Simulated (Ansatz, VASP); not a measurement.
**Au: VASP beside Ansatz**

Contents of INCAR:

```
PREC = Accurate ; ENCUT = 520
EDIFF = 1E-7 ; ISMEAR = 0
SIGMA = 0.05 ; LREAL = False
LASPH = True ; NELM = 100
ALGO = Normal ; ISIF = 2
LWAVE = False ; LCHARG = False
GGA = PE ; NBANDS = 12
```

Contents of KPOINTS:

```
Automatic mesh
0
Gamma
  8 8 8
```

The input POSCAR:

```
Au
1.0
   -1.6191481830      1.6191481830      1.6191481830
    1.6191481830     -1.6191481830      1.6191481830
    1.6191481830      1.6191481830     -1.6191481830
Au
1
Direct
    0.0000000000      0.0000000000      0.0000000000
```

Input for Ansatz:

```yaml
crystal:
  lattice:
    - [-1.619148183, 1.619148183, 1.619148183]
    - [1.619148183, -1.619148183, 1.619148183]
    - [1.619148183, 1.619148183, -1.619148183]
  atoms:
    - { symbol: Au, position: [0.0, 0.0, 0.0] }
basis:
  ecutwfc: 420
  ecutrho_ratio: 4
kpoints:
  mp_grid: { grid: [8, 8, 8] }
hamiltonian:
  xc: pbe
scf:
  occupations: { method: gaussian, width: 0.05 }
output:
  forces: true
  stress: true
  eigenvalues: true
```

Alike in both runs: task single point; functional PBE; k mesh 8 × 8 × 8; occupations gaussian, width 0.05 eV; no spin polarisation.

|  | VASP | Ansatz |
| --- | --- | --- |
| version | VASP 6.6.1 | Ansatz 0.2.0 |
| potentials or method | VASP PAW PBE potentials, release 64 (Au), cutoff 520 eV | scalar-relativistic, plane waves, PAW |
| valence electrons in the cell | 11 | 19 |

|  | VASP | Ansatz | Ansatz less VASP |
| --- | --- | --- | --- |
| gap on the k mesh at the Fermi level (eV) | none | none | - |
| pressure (GPa) | 9.1 | 9.4 | +0.30 |

A gap of «none» marks a metal or a gap that the smearing closes. VASP's potentials hold 11 valence electrons a cell and Ansatz's 19, so a difference there can come from the potentials and not from the codes.

Spin-orbit coupling is off throughout.
